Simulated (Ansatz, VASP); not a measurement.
# One calculation of SnSe, two programs

```
Sn Se
1.0
     4.21934    0.00000    0.00000
     0.00000    4.21934    0.00000
     0.00000    0.00000    5.99303
Sn Se
2 2
Cartesian
  2.1097 0.0000 1.4988
  0.0000 2.1097 4.4942
  2.1097 0.0000 4.4942
  0.0000 2.1097 1.4989
```

Alike in both runs: task single point; functional PBE-based screened hybrid with a share of 0.1 of exact exchange and HFSCREEN = 0.3; k mesh 4 × 4 × 2; no spin polarisation.

|  | VASP | Ansatz |
| --- | --- | --- |
| version | VASP 6.6.1 | Ansatz 0.2.0 |
| potentials or method | VASP PAW PBE potentials, release 64 (Sn_d, Se) | plane waves |
| plane-wave cutoff (eV) | 520 | 420 |
| occupations | gaussian, width 0.01 eV | fixed |
| valence electrons in the cell | 40 | 60 |

|  | VASP | Ansatz | Ansatz less VASP |
| --- | --- | --- | --- |
| gap on the k mesh at the Fermi level (eV) | 0.64 | 0.65 | +0.002 |
| pressure (GPa) | 1.3 | 1.3 | +0.02 |
| traceless stress, the component that is largest in VASP (GPa) | 4.19 | 4.19 | +0.005 |

VASP's potentials were made for PBE, not for PBE-based screened hybrid. VASP's potentials hold 40 valence electrons a cell and Ansatz's 60, so a difference there can come from the potentials and not from the codes. Ansatz's warnings: stress exchange threshold loose, stress scf threshold loose.

The k mesh is coarse, so the values compare programs but aren't converged.
